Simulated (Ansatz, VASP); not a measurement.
## Ba in VASP and in Ansatz

File INCAR:

```
SYSTEM = Ba
ALGO = Normal
EDIFF = 1E-7
ENCUT = 520
GGA = PS
ISIF = 2
ISMEAR = -1
LASPH = .TRUE.
LCHARG = .FALSE.
LREAL = .FALSE.
LWAVE = .FALSE.
NBANDS = 11
NELM = 80
PREC = Accurate
SIGMA = 0.08
```

File KPOINTS:

```
k-points
0
G
  12 12 12
  0 0 0
```

The input POSCAR:

```
Ba
1.0
    0.0000000000      2.5244984860      2.5244984860
    2.5244984860      0.0000000000      2.5244984860
    2.5244984860      2.5244984860      0.0000000000
Ba
1
Direct
    0.0000000000      0.0000000000      0.0000000000
```

Input for Ansatz:

```yaml
crystal:
  lattice:
    - [0.0, 2.524498486, 2.524498486]
    - [2.524498486, 0.0, 2.524498486]
    - [2.524498486, 2.524498486, 0.0]
  atoms:
    - { symbol: Ba, position: [0.0, 0.0, 0.0] }
kpoints:
  mp_grid: { grid: [12, 12, 12] }
scf:
  occupations: { method: fermi_dirac, width: 0.08 }
hamiltonian:
  xc: pbesol
  pseudopotentials: { kind: all_electron, lapw: { basis_error: 0.001 } }
output:
  forces: true
  stress: true
  eigenvalues: true
  populations: true
```

Change from the starting cell: volume scaled by 0.55, LAPW.

Alike in both runs: task single point; functional PBEsol; k mesh 12 × 12 × 12; occupations fermi-dirac, width 0.08 eV; no spin polarisation.

|  | VASP | Ansatz |
| --- | --- | --- |
| version | VASP 6.6.1 | Ansatz 0.2.0 |
| potentials or method | VASP PAW PBE potentials, release 64 (Ba_sv), cutoff 520 eV | all-electron LAPW, scalar-relativistic |

|  | VASP | Ansatz | Ansatz less VASP |
| --- | --- | --- | --- |
| pressure (GPa) | 11.7 | 9.9 | -1.85 |

VASP's potentials were made for PBE, not for PBEsol. Ansatz ran all-electron here, and VASP with PAW potentials.

Neither program's run includes spin-orbit coupling.
